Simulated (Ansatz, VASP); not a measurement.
# SrTiO3: VASP beside Ansatz

The input INCAR:

```
PREC = Accurate
ENCUT = 520
EDIFF = 1E-6
ISMEAR = 0
SIGMA = 0.01
LREAL = F
LASPH = T
NELM = 150
ALGO = Normal
ISIF = 2
LWAVE = F
LCHARG = F
MAGMOM = 0 0 0 0 0 0 0 0 0 0 0 0 0 0 0
LORBIT = 11
LSORBIT = T
GGA_COMPAT = F
LORBMOM = T
LMAXMIX = 4
GGA = PE
NBANDS = 55
```

The input KPOINTS:

```
Automatic mesh
0
Gamma
  6 6 6
```

POSCAR

```
SrTiO3
1.0
    3.9068515016      0.0000000000      0.0000000000
    0.0000000000      3.9068515016      0.0000000000
    0.0000000000      0.0000000000      3.9068515016
Sr Ti O
1 1 3
Direct
    0.0000000000      0.0000000000      0.0000000000
    0.5000000000      0.5000000000      0.5000000000
    0.5000000000      0.5000000000      0.0000000000
    0.5000000000      0.0000000000      0.5000000000
    0.0000000000      0.5000000000      0.5000000000
```

Input for Ansatz:

```yaml
crystal:
  lattice:
    - [3.9068515016, 0.0, 0.0]
    - [0.0, 3.9068515016, 0.0]
    - [0.0, 0.0, 3.9068515016]
  atoms:
    - { symbol: Sr, position: [0.0, 0.0, 0.0] }
    - { symbol: Ti, position: [0.5, 0.5, 0.5] }
    - { symbol: O, position: [0.5, 0.5, 0.0] }
    - { symbol: O, position: [0.5, 0.0, 0.5] }
    - { symbol: O, position: [0.0, 0.5, 0.5] }
kpoints:
  mp_grid: { grid: [6, 6, 6] }
  band_path:
    path: [[0.0, 0.0, 0.0], [0.0, 0.5, 0.0], [0.5, 0.5, 0.0], [0.5, 0.5, 0.5]]
    npoints: 1
hamiltonian:
  xc: pbe
scf:
  occupations: { method: fixed }
  n_extra_bands: 10
magnetization:
  noncollinear: true
  spin_orbit: true
output:
  forces: true
  stress: true
  eigenvalues: true
```

Alike in both runs: task single point; functional PBE; k mesh 6 × 6 × 6; non-collinear spin, spin-orbit coupling.

```csv
,VASP,Ansatz
version,VASP 6.6.1,Ansatz 0.2.0
potentials or method,"VASP PAW PBE potentials, release 64 (Sr_sv, Ti_sv, O)","plane waves, PAW"
plane-wave cutoff (eV),520,420
occupations,"gaussian, width 0.01 eV",fixed
valence electrons in the cell,40,40
```

|  | VASP | Ansatz | Ansatz less VASP |
| --- | --- | --- | --- |
| pressure (GPa) | 4.7 | 4.1 | -0.65 |
| net moment per atom (μB) | 0.00 | 0.00 | 0.000 |
